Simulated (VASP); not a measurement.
# Al2Cu (Pmm2) in VASP: further runs, part 3 of 3

VASP 6.6.1. The steps go on from the part before.

## 5. Single point, PBEsol (mode 4 frozen in at -0.297 Å and mode 9 at +0.000 Å (largest displacements))

The input, INCAR:

```
SYSTEM = Al2Cu
  PREC = Accurate
  ENCUT = 520
  EDIFF = 1E-7
  ISMEAR = 0
  SIGMA = 0.15
  LREAL = .FALSE.
  LASPH = .TRUE.
  NELM = 80
  ALGO = Fast
  ISIF = 2
  LWAVE = .FALSE.
  LCHARG = .FALSE.
  GGA = PS
  NBANDS = 16
```

The input, KPOINTS:

```
Automatic mesh
0
G
  10 10 14
  0 0 0
```

The input, POSCAR:

```
Al2Cu
1.0
    4.0842078946      0.0000000000      0.0000000000
    0.0000000000      4.0842078946      0.0000000000
    0.0000000000      0.0000000000      2.8458943809
Al Cu
2 1
Direct
    0.5049764728      0.0000000000      0.5000000000
   -0.0726456654      0.5000000000      0.5000000000
    0.0287322400      0.0000000000      0.0000000000
```

Potentials or basis: VASP PAW PBE potentials, release 64 (Al, Cu).

Run with:

```sh
$ cat potpaw_PBE.64/Al/POTCAR potpaw_PBE.64/Cu/POTCAR > POTCAR
$ mpirun -np 1 vasp_std > vasp.out
```

OUTCAR:

```text
SYSTEM = Al2Cu
   PREC = Accurate
   ENCUT = 520
   EDIFF = 1E-7
   ISMEAR = 0
   LREAL = .FALSE.
   LASPH = .TRUE.
   NELM = 80
   ISIF = 2
   GGA = PS

 ion  position               nearest neighbor table
   1  0.505  0.000  0.500-   3 2.41   3 2.41   3 2.57   3 2.57   2 2.67   2 2.67   2 3.12   2 3.12

   2  0.927  0.500  0.500-   3 2.52   3 2.52   3 2.52   3 2.52   1 2.67   1 2.67   1 3.12   1 3.12

   3  0.029  0.000  0.000-   1 2.41   1 2.41   2 2.52   2 2.52   2 2.52   2 2.52   1 2.57   1 2.57

  LATTYP: Found a simple tetragonal cell.
 ALAT       =     4.0842078946
 C/A-ratio  =     0.6968044856

  Lattice vectors:

 A1 = (   4.0842078946,   0.0000000000,   0.0000000000)
 A2 = (   0.0000000000,   4.0842078946,   0.0000000000)
 A3 = (   0.0000000000,   0.0000000000,   2.8458943809)

Analysis of symmetry for initial positions (statically):
=====================================================================
 Subroutine PRICEL returns:
 Original cell was already a primitive cell.

 Routine SETGRP: Setting up the symmetry group for a
 simple tetragonal supercell.

 Subroutine GETGRP returns: Found  4 space group operations
 (whereof  4 operations were pure point group operations)
 out of a pool of 16 trial point group operations.

The static configuration has the point symmetry C_2v.

Analysis of symmetry for dynamics (positions and initial velocities):
=====================================================================
 Subroutine PRICEL returns:
 Original cell was already a primitive cell.

 Routine SETGRP: Setting up the symmetry group for a
 simple tetragonal supercell.

 Subroutine GETGRP returns: Found  4 space group operations
 (whereof  4 operations were pure point group operations)
 out of a pool of 16 trial point group operations.

The dynamic configuration has the point symmetry C_2v.

 Subroutine INISYM returns: Found  4 space group operations
 (whereof  4 operations are pure point group operations),
 and found     1 'primitive' translations

----------------------------------------------------------------------------------------

                                     Primitive cell

  volume of cell :      47.4717

  direct lattice vectors                    reciprocal lattice vectors
     4.084207895  0.000000000  0.000000000     0.244845519  0.000000000  0.000000000
     0.000000000  4.084207895  0.000000000     0.000000000  0.244845519  0.000000000
     0.000000000  0.000000000  2.845894381     0.000000000  0.000000000  0.351383385

  length of vectors
     4.084207895  4.084207895  2.845894381     0.244845519  0.244845519  0.351383385

  position of ions in fractional coordinates (direct lattice)
     0.504976473  0.000000000  0.500000000
     0.927354335  0.500000000  0.500000000
     0.028732240  0.000000000  0.000000000

  ion indices of the primitive-cell ions
   primitive index   ion index
                 1           1
                 2           2
                 3           3

----------------------------------------------------------------------------------------

 KPOINTS: Automatic mesh

Automatic generation of k-mesh.
 Grid dimensions read from file:
 generate k-points for:   10   10   14

 Generating k-lattice:

  Cartesian coordinates                     Fractional coordinates (reciprocal lattice)
     0.024484552  0.000000000  0.000000000     0.100000000  0.000000000  0.000000000
     0.000000000  0.024484552  0.000000000     0.000000000  0.100000000  0.000000000
     0.000000000  0.000000000  0.025098813     0.000000000  0.000000000  0.071428571

  Length of vectors
     0.024484552  0.024484552  0.025098813

  Shift w.r.t. Gamma in fractional coordinates (k-lattice)
     0.000000000  0.000000000  0.000000000

 Subroutine IBZKPT returns following result:
 ===========================================

 Found    288 irreducible k-points:

 Following reciprocal coordinates:
            Coordinates               Weight
  0.000000  0.000000  0.000000      1.000000
  0.100000  0.000000  0.000000      2.000000
  0.000000  0.100000  0.000000      2.000000
  0.200000  0.000000  0.000000      2.000000
  0.000000  0.200000  0.000000      2.000000
  0.300000  0.000000  0.000000      2.000000
[... 16 lines left out ...]
 -0.200000  0.300000  0.000000      4.000000
  0.400000  0.200000  0.000000      4.000000
 [... further k-points ...]
   k-points           NKPTS =    288   k-points in BZ     NKDIM =    288   number of bands    NBANDS=     16
   number of dos      NEDOS =    301   number of ions     NIONS =      3
   total plane-waves  NPLWV =  21600
   dimension x,y,z NGX =    30 NGY =   30 NGZ =   24
   dimension x,y,z NGXF=    60 NGYF=   60 NGZF=   48
   ions per type =               2   1
   NGX,Y,Z   is equivalent  to a cutoff of  12.21, 12.21, 14.02 a.u.
   NGXF,Y,Z  is equivalent  to a cutoff of  24.42, 24.42, 28.04 a.u.
 SYSTEM =  Al2Cu
   PREC   = accura    normal or accurate (medium, high low for compatibility)
   ISTART =      0    job   : 0-new  1-cont  2-samecut
   ICHARG =      2    charge: 1-file 2-atom 10-const
   ISPIN  =      1    spin polarized calculation?
   LNONCOLLINEAR =      F non collinear calculations
   LSORBIT =      F    spin-orbit coupling
   LASPH  =      T    aspherical Exc in radial PAW
   ENCUT  =  520.0 eV  38.22 Ry    6.18 a.u.   7.59  7.59  5.29*2*pi/ulx,y,z
   NELM   =     80;   NELMIN=  2; NELMDL= -5     # of ELM steps
   EDIFF  = 0.1E-06   stopping-criterion for ELM
   LREAL  =      F    real-space projection
   EDIFFG = 0.1E-05   stopping-criterion for IOM
   NSW    =      0    number of steps for IOM
   IBRION =     -1    ionic relax: 0-MD 1-quasi-New 2-CG
   NFREE  =      0    steps in history (QN), initial steepest desc. (CG)
   ISIF   =      2    stress and relaxation
   ISYM   =      2    0-nonsym 1-usesym 2-fastsym
   POTIM  = 0.5000    time-step for ionic-motion
   TEBEG  =    0.0;   TEEND  =   0.0 temperature during run
   PSTRESS=    0.0 pullay stress
   NELECT =      17.0000    total number of electrons
   NUPDOWN=      -1.0000    fix difference up-down
   EMIN   =  10.00;   EMAX   =-10.00  energy-range for DOS
   EFERMI =   0.00;   METHOD = LEGACY
   ISMEAR =     0;   SIGMA  =   0.15  broadening in eV -4-tet -1-fermi 0-gaus
   EFERMI_NEDOS =   21; number of points for ismear=-14 and -15
   IALGO  =     68    algorithm
   IMIX   =      4    mixing-type and parameters
     AMIX     =   0.40;   BMIX     =  1.00
     AMIX_MAG =   1.60;   BMIX_MAG =  1.00
  volume/ion in A,a.u.               =      15.82       106.78
  Fermi-wavevector in a.u.,A,eV,Ry     =   1.162554  2.196908 18.388694  1.351531
  Thomas-Fermi vector in A             =   2.299113
   LORBIT       =      0    0 simple, 1 ext, 2 COOP (PROOUT), +10 PAW based schemes
   GGA     = PS    functional components
   LHFCALC =     F    Hartree Fock is set to
   AEXX    =    0.0000 exact exchange contribution
   IVDW    =     0    specifies the selected vdW correction
   LEPSILON=     F    determine dielectric tensor
   LRPA    =     F    only Hartree local field effects (RPA)
 non-spin polarized calculation
 RMM-DIIS sequential band-by-band and
 Gauss-broadening in eV      SIGMA  =   0.15
  energy-cutoff  :      520.00
  volume of cell :       47.47
 maximum number of plane-waves:      1294
   NGX = 15   NGY = 15   NGZ = 11

 number of electron      16.9999991 magnetization

 Free energy of the ion-electron system (eV)
  ---------------------------------------------------
  ext. energy  EPLUGINS =         0.00000000
  ---------------------------------------------------
  free energy    TOTEN  =       -12.42885526 eV

  energy without entropy =      -12.41740425  energy(sigma->0) =      -12.42312975

 E-fermi :   7.2772     XC(G=0): -10.5924

 val. band max:        7.2768364675   @ k =   0.0000   0.0000   0.0714
 cond. band min:       7.2859231550   @ k =   0.5000   0.1000   0.3571
 fundamental gap:      0.0090866876
 Fermi energy:         7.2772287197

 k-point     1 :       0.0000    0.0000    0.0000
  band No.  band energies     occupation
      1      -3.3814      2.00000
      2       1.8727      2.00000
      3       2.3297      2.00000
      4       2.9853      2.00000
      5       3.2217      2.00000
      6       3.2964      2.00000
[... 8 lines left out ...]
     15      14.5634      0.00000
     16      19.7899      0.00000
[... 419 lines left out ...]
 k-point    24 :       0.4000    0.2000    0.0000
  band No.  band energies     occupation
      1      -1.7952      2.00000
      2       0.2813      2.00000
      3       2.1212      2.00000
      4       2.6259      2.00000
      5       2.9776      2.00000
      6       3.1961      2.00000
[... 8 lines left out ...]
     15      17.5019      0.00000
     16      19.1458      0.00000

 [... further k-points ...]
[... 5 lines left out ...]
  --------------------------------------------------------------------------------------
  -------------------------------------------------------------------------------------
  Total        0.9090793      0.3855784     -0.0205739      0.0000000      0.0000000      0.0000000
  in kB       30.6815928     13.0133420     -0.6943745      0.0000000      0.0000000      0.0000000
  external PRESSURE =      14.3335201 kB  Pullay stress =       0.0000000 kB

 VOLUME and BASIS-vectors are now :
 -----------------------------------------------------------------------------
  energy-cutoff  :      520.00
  volume of cell :       47.47
      direct lattice vectors                 reciprocal lattice vectors
     4.084207895  0.000000000  0.000000000     0.244845519  0.000000000  0.000000000
     0.000000000  4.084207895  0.000000000     0.000000000  0.244845519  0.000000000
     0.000000000  0.000000000  2.845894381     0.000000000  0.000000000  0.351383385

 POSITION                                       TOTAL-FORCE (eV/Angst)
 -----------------------------------------------------------------------------------
      2.06243      0.00000      1.42295        -0.086896      0.000000      0.000000
      3.78751      2.04210      1.42295         0.757989      0.000000      0.000000
      0.11735      0.00000      0.00000        -0.671093      0.000000      0.000000
 -----------------------------------------------------------------------------------
    total drift:                               -0.000714     -0.000000     -0.000017

  FREE ENERGIE OF THE ION-ELECTRON SYSTEM (eV)
  ---------------------------------------------------
  free  energy   TOTEN  =       -12.4288552582 eV

  energy  without entropy=      -12.4174042475  energy(sigma->0) =      -12.42312975
```

stdout:

```text
POSCAR found type information on POSCAR AlCu
 POSCAR found :  2 types and       3 ions
 scaLAPACK will be used
 -----------------------------------------------------------------------------
|                                                                             |
|                                                                             |
|     You enforced a specific xc type in the INCAR file but a different       |
|     I HOPE YOU KNOW WHAT YOU ARE DOING!                                     |
|                                                                             |
 -----------------------------------------------------------------------------

 LDA part: xc-table for (Slater+PW92), standard interpolation
 POSCAR, INCAR and KPOINTS ok, starting setup
 FFT: planning ... GRIDC
 FFT: planning ... GRID_SOFT
 FFT: planning ... GRID
 WAVECAR not read
 entering main loop
WARNING in EDDRMM: call to ZHEGV failed, returncode =   6  3     15
WARNING in EDDRMM: call to ZHEGV failed, returncode =   6  3     15
```

Wall time 2 min (1 thread of Intel Xeon 6975P-C (Granite Rapids), shared host); peak memory 0.32 GiB.

Results:

```yaml
Free_energy: -12.4289 eV
Pressure: 1.4 GPa
Largest_force: 0.758 eV/Å
```

Forces in eV/Å, atoms in the order of the input:
```
Al  -0.087  0.000  0.000
Al   0.758  0.000  0.000
Cu  -0.671  0.000  0.000
```

Stress tensor (GPa, compression positive):
```
 3.07  0.00  0.00
 0.00  1.30  0.00
 0.00  0.00 -0.07
```

Caveat: the cell differs from its parent crystal (mode 4 frozen in at -0.297 Å and mode 9 at +0.000 Å (largest displacements)); the PAW data sets were made with another functional, which shifts forces and pressure a little.
